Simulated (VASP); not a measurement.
# ZrS (Fm-3m) in VASP: single point with LDA

Aim: the single point of ZrS with LDA.

Program: VASP 6.6.1. These are calculated values, not measurements. Logs are shortened: lines on timing, memory, paths and dates and some standing lists are left out, and cuts for length are marked.

### 1 The cell of the first run

Symmetry: Fm-3m, No. 225, cubic system. The conventional cell has a = 5.250 Å, b = 5.250 Å, c = 5.250 Å, α = 90.00°, β = 90.00°, γ = 90.00°. Within 3.5 Å of Zr (site symmetry m-3m) lie 6 S at 2.62 Å. Within 3.5 Å of S (site symmetry m-3m) lie 6 Zr at 2.62 Å.

### 2 Single point, LDA

Contents of INCAR:

```
PREC = Accurate ; ENCUT = 520
EDIFF = 1E-7 ; ISMEAR = 0
SIGMA = 0.05 ; LREAL = F
LASPH = T ; NELM = 60
ALGO = Normal ; ISIF = 2
LWAVE = F ; LCHARG = T
LELF = T ; LVHAR = T
NBANDS = 16
```

Contents of KPOINTS:

```
Automatic mesh
0
Gamma
  14 14 14
```

Contents of POSCAR:

```
ZrS
1.0
    0.0000000000      2.6250000000      2.6250000000
    2.6250000000      0.0000000000      2.6250000000
    2.6250000000      2.6250000000      0.0000000000
Zr S
1 1
Direct
    0.0000000000      0.0000000000      0.0000000000
    0.5000000000      0.5000000000      0.5000000000
```

Potentials or basis: VASP PAW LDA potentials, release 64 (Zr_sv, S).

Command:

```sh
cat potpaw_LDA.64/Zr_sv/POTCAR potpaw_LDA.64/S/POTCAR > POTCAR
mpirun -np 1 vasp_std > vasp.out
```

OUTCAR:

```text
PREC = Accurate
   ENCUT = 520
   EDIFF = 1E-7
   ISMEAR = 0
   LREAL = F
   LASPH = T
   NELM = 60
   ISIF = 2

 ion  position               nearest neighbor table
   1  0.000  0.000  0.000-   2 2.62   2 2.62   2 2.62   2 2.62   2 2.62   2 2.62
   2  0.500  0.500  0.500-   1 2.62   1 2.62   1 2.62   1 2.62   1 2.62   1 2.62

  LATTYP: Found a face centered cubic cell.
 ALAT       =     5.2500000000

  Lattice vectors:

 A1 = (   0.0000000000,   2.6250000000,   2.6250000000)
 A2 = (   2.6250000000,   0.0000000000,   2.6250000000)
 A3 = (   2.6250000000,   2.6250000000,   0.0000000000)

Analysis of symmetry for initial positions (statically):
=====================================================================
 Subroutine PRICEL returns:
 Original cell was already a primitive cell.

 Routine SETGRP: Setting up the symmetry group for a
 face centered cubic supercell.

 Subroutine GETGRP returns: Found 48 space group operations
 (whereof 48 operations were pure point group operations)
 out of a pool of 48 trial point group operations.

The static configuration has the point symmetry O_h .

Analysis of symmetry for dynamics (positions and initial velocities):
=====================================================================
 Subroutine PRICEL returns:
 Original cell was already a primitive cell.

 Routine SETGRP: Setting up the symmetry group for a
 face centered cubic supercell.

 Subroutine GETGRP returns: Found 48 space group operations
 (whereof 48 operations were pure point group operations)
 out of a pool of 48 trial point group operations.

The dynamic configuration has the point symmetry O_h .

 Subroutine INISYM returns: Found 48 space group operations
 (whereof 48 operations are pure point group operations),
 and found     1 'primitive' translations

----------------------------------------------------------------------------------------

                                     Primitive cell

  volume of cell :      36.1758

  direct lattice vectors                    reciprocal lattice vectors
     0.000000000  2.625000000  2.625000000    -0.190476190  0.190476190  0.190476190
     2.625000000  0.000000000  2.625000000     0.190476190 -0.190476190  0.190476190
     2.625000000  2.625000000  0.000000000     0.190476190  0.190476190 -0.190476190

  length of vectors
     3.712310601  3.712310601  3.712310601     0.329914440  0.329914440  0.329914440

  position of ions in fractional coordinates (direct lattice)
     0.000000000  0.000000000  0.000000000
     0.500000000  0.500000000  0.500000000

  ion indices of the primitive-cell ions
   primitive index   ion index
                 1           1
                 2           2

----------------------------------------------------------------------------------------

 KPOINTS: Automatic mesh

Automatic generation of k-mesh.
 Grid dimensions read from file:
 generate k-points for:   14   14   14

 Generating k-lattice:

  Cartesian coordinates                     Fractional coordinates (reciprocal lattice)
    -0.013605442  0.013605442  0.013605442     0.071428571  0.000000000  0.000000000
     0.013605442 -0.013605442  0.013605442     0.000000000  0.071428571  0.000000000
     0.013605442  0.013605442 -0.013605442     0.000000000  0.000000000  0.071428571

  Length of vectors
     0.023565317  0.023565317  0.023565317

  Shift w.r.t. Gamma in fractional coordinates (k-lattice)
     0.000000000  0.000000000  0.000000000

 Subroutine IBZKPT returns following result:
 ===========================================

 Found    104 irreducible k-points:

 Following reciprocal coordinates:
            Coordinates               Weight
  0.000000  0.000000  0.000000      1.000000
  0.071429  0.000000  0.000000      8.000000
  0.142857  0.000000  0.000000      8.000000
  0.214286  0.000000  0.000000      8.000000
  0.285714  0.000000  0.000000      8.000000
  0.357143  0.000000  0.000000      8.000000
[... 16 lines left out ...]
  0.214286  0.142857  0.000000     24.000000
  0.285714  0.142857  0.000000     24.000000
 [... further k-points ...]
   k-points           NKPTS =    104   k-points in BZ     NKDIM =    104   number of bands    NBANDS=     16
   number of dos      NEDOS =    301   number of ions     NIONS =      2
   total plane-waves  NPLWV =  21952
   dimension x,y,z NGX =    28 NGY =   28 NGZ =   28
   dimension x,y,z NGXF=    56 NGYF=   56 NGZF=   56
   ions per type =               1   1
   NGX,Y,Z   is equivalent  to a cutoff of  12.54, 12.54, 12.54 a.u.
   NGXF,Y,Z  is equivalent  to a cutoff of  25.08, 25.08, 25.08 a.u.
 SYSTEM =  unknown system
   PREC   = accura    normal or accurate (medium, high low for compatibility)
   ISTART =      0    job   : 0-new  1-cont  2-samecut
   ICHARG =      2    charge: 1-file 2-atom 10-const
   ISPIN  =      1    spin polarized calculation?
   LNONCOLLINEAR =      F non collinear calculations
   LSORBIT =      F    spin-orbit coupling
   LASPH  =      T    aspherical Exc in radial PAW
   ENCUT  =  520.0 eV  38.22 Ry    6.18 a.u.   6.90  6.90  6.90*2*pi/ulx,y,z
   NELM   =     60;   NELMIN=  2; NELMDL= -5     # of ELM steps
   EDIFF  = 0.1E-06   stopping-criterion for ELM
   LREAL  =      F    real-space projection
   EDIFFG = 0.1E-05   stopping-criterion for IOM
   NSW    =      0    number of steps for IOM
   IBRION =     -1    ionic relax: 0-MD 1-quasi-New 2-CG
   NFREE  =      0    steps in history (QN), initial steepest desc. (CG)
   ISIF   =      2    stress and relaxation
   ISYM   =      2    0-nonsym 1-usesym 2-fastsym
   POTIM  = 0.5000    time-step for ionic-motion
   TEBEG  =    0.0;   TEEND  =   0.0 temperature during run
   PSTRESS=    0.0 pullay stress
   NELECT =      18.0000    total number of electrons
   NUPDOWN=      -1.0000    fix difference up-down
   EMIN   =  10.00;   EMAX   =-10.00  energy-range for DOS
   EFERMI =   0.00;   METHOD = LEGACY
   ISMEAR =     0;   SIGMA  =   0.05  broadening in eV -4-tet -1-fermi 0-gaus
   EFERMI_NEDOS =   21; number of points for ismear=-14 and -15
   IALGO  =     38    algorithm
   IMIX   =      4    mixing-type and parameters
     AMIX     =   0.40;   BMIX     =  1.00
     AMIX_MAG =   1.60;   BMIX_MAG =  1.00
  volume/ion in A,a.u.               =      18.09       122.06
  Fermi-wavevector in a.u.,A,eV,Ry     =   1.297258  2.451462 22.896950  1.682878
  Thomas-Fermi vector in A             =   2.428662
   LORBIT       =      0    0 simple, 1 ext, 2 COOP (PROOUT), +10 PAW based schemes
   GGA     = CA    functional components
   LHFCALC =     F    Hartree Fock is set to
   AEXX    =    0.0000 exact exchange contribution
   IVDW    =     0    specifies the selected vdW correction
   LEPSILON=     F    determine dielectric tensor
   LRPA    =     F    only Hartree local field effects (RPA)
 non-spin polarized calculation
 Gauss-broadening in eV      SIGMA  =   0.05
  energy-cutoff  :      520.00
  volume of cell :       36.18
 maximum number of plane-waves:       990
   NGX = 13   NGY = 13   NGZ = 13

 number of electron      18.0000000 magnetization

 Free energy of the ion-electron system (eV)
  ---------------------------------------------------
  ext. energy  EPLUGINS =         0.00000000
  ---------------------------------------------------
  free energy    TOTEN  =       -17.09257433 eV

  energy without entropy =      -17.09021313  energy(sigma->0) =      -17.09139373

 E-fermi :  10.5357     XC(G=0): -11.5360

 val. band max:       10.5339877295   @ k =  -0.2857   0.0714   0.0000
 cond. band min:      10.5523776028   @ k =   0.2857   0.2143   0.0000
 fundamental gap:      0.0183898733
 Fermi energy:        10.5357091642

 k-point     1 :       0.0000    0.0000    0.0000
  band No.  band energies     occupation
      1     -39.1702      2.00000
      2     -17.2849      2.00000
      3     -17.2849      2.00000
      4     -17.2849      2.00000
      5      -5.2105      2.00000
      6       7.0428      2.00000
[... 8 lines left out ...]
     15      17.7389      0.00000
     16      22.9240      0.00000

 k-point     2 :       0.0714    0.0000    0.0000
  band No.  band energies     occupation
      1     -39.1688      2.00000
      2     -17.3031      2.00000
      3     -17.2864      2.00000
      4     -17.2864      2.00000
      5      -5.1453      2.00000
      6       6.6394      2.00000
[... 8 lines left out ...]
     15      17.9553      0.00000
     16      22.4412      0.00000

 k-point     3 :       0.1429    0.0000    0.0000
  band No.  band energies     occupation
      1     -39.1651      2.00000
      2     -17.3536      2.00000
      3     -17.2908      2.00000
      4     -17.2908      2.00000
      5      -4.9583      2.00000
      6       5.7804      2.00000
[... 8 lines left out ...]
     15      18.4692      0.00000
     16      21.5352      0.00000

 k-point     4 :       0.2143    0.0000    0.0000
  band No.  band energies     occupation
      1     -39.1598      2.00000
      2     -17.4253      2.00000
      3     -17.2972      2.00000
      4     -17.2972      2.00000
      5      -4.6746      2.00000
      6       4.8287      2.00000
[... 8 lines left out ...]
     15      18.6795      0.00000
     16      20.6896      0.00000
[... 324 lines left out ...]
 k-point    22 :       0.1429    0.1429    0.0000
  band No.  band energies     occupation
      1     -39.1635      2.00000
      2     -17.3488      2.00000
      3     -17.3056      2.00000
      4     -17.3056      2.00000
      5      -4.9026      2.00000
      6       5.1327      2.00000
[... 8 lines left out ...]
     15      18.8007      0.00000
     16      21.0983      0.00000

 k-point    23 :       0.2143    0.1429    0.0000
  band No.  band energies     occupation
      1     -39.1595      2.00000
      2     -17.3938      2.00000
      3     -17.3154      2.00000
      4     -17.3118      2.00000
      5      -4.7258      2.00000
      6       4.5974      2.00000
[... 8 lines left out ...]
     15      19.1864      0.00000
     16      20.2650      0.00000

 k-point    24 :       0.2857    0.1429    0.0000
  band No.  band energies     occupation
      1     -39.1543      2.00000
      2     -17.4565      2.00000
      3     -17.3244      2.00000
      4     -17.3186      2.00000
      5      -4.4812      2.00000
      6       4.0906      2.00000
[... 8 lines left out ...]
     15      18.6469      0.00000
     16      19.5252      0.00000

 [... further k-points ...]
[... 5 lines left out ...]
  --------------------------------------------------------------------------------------
  -------------------------------------------------------------------------------------
  Total       -2.0000809     -2.0000809     -2.0000809     -0.0000000      0.0000000      0.0000000
  in kB      -88.5809267    -88.5809267    -88.5809267     -0.0000000      0.0000000      0.0000000
  external PRESSURE =     -88.5809267 kB  Pullay stress =       0.0000000 kB

 VOLUME and BASIS-vectors are now :
 -----------------------------------------------------------------------------
  energy-cutoff  :      520.00
  volume of cell :       36.18
      direct lattice vectors                 reciprocal lattice vectors
     0.000000000  2.625000000  2.625000000    -0.190476190  0.190476190  0.190476190
     2.625000000  0.000000000  2.625000000     0.190476190 -0.190476190  0.190476190
     2.625000000  2.625000000  0.000000000     0.190476190  0.190476190 -0.190476190

 POSITION                                       TOTAL-FORCE (eV/Angst)
 -----------------------------------------------------------------------------------
      0.00000      0.00000      0.00000         0.000000      0.000000     -0.000000
      2.62500      2.62500      2.62500        -0.000000     -0.000000      0.000000
 -----------------------------------------------------------------------------------
    total drift:                                0.000000      0.000000      0.000000

  FREE ENERGIE OF THE ION-ELECTRON SYSTEM (eV)
  ---------------------------------------------------
  free  energy   TOTEN  =       -17.0925743315 eV

  energy  without entropy=      -17.0902131336  energy(sigma->0) =      -17.09139373
```

It took 25 s on 1 thread of Intel Xeon 6975P-C (Granite Rapids), shared host; peak memory 0.18 GiB.

What came out:

```
Free energy            : -17.0926 eV
Pressure               : -8.9 GPa
Band gap on the k mesh : zero (band 9 reaches 11.97 eV, above the bottom of band 10 at 9.16 eV)
```
